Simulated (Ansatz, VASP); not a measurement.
## Two plane-wave programs on Se

```
Se
1.0
     2.45255   -2.45412    0.00000
     2.45255    2.45412    0.00000
     0.00000    0.00000    5.41642
Se
4
Direct
  0.25000 0.75000 0.41240
  0.75000 0.25000 0.58760
  0.00000 0.50000 0.00000
  0.50000 0.00000 0.00000
```

Alike in both runs: task relaxation of cell and atoms; functional PBE; k mesh 6 × 6 × 4; occupations gaussian, width 0.1 eV; no spin polarisation.

|  | VASP | Ansatz |
| --- | --- | --- |
| version | VASP 6.6.1 | Ansatz 0.2.0 |
| potentials or method | VASP PAW PBE potentials, release 64 (Se), cutoff 600 eV | scalar-relativistic, plane waves, PAW |
| valence electrons in the cell | 24 | 64 |

Ansatz gave:

| Property | Result |
| --- | --- |
| gap on the k mesh at the Fermi level, each at its own relaxed structure (eV) | none |
| relaxed volume (Å³/atom) | 22.47 |
| relaxed length of the cell vector where the two differ most in proportion (Å) | 5.646 |

Which values does VASP return?

gap on the k mesh at the Fermi level, each at its own relaxed structure (eV): none; relaxed volume (Å³/atom): 22.51; relaxed length of the cell vector where the two differ most in proportion (Å): 5.623.

A gap of «none» marks a metal or a gap that the smearing closes. VASP's potentials hold 24 valence electrons a cell and Ansatz's 64, so a difference there can come from the potentials and not from the codes.

Noted on VASP's run: the volume moved by over 15 % at a fixed basis, so the end points are rough.
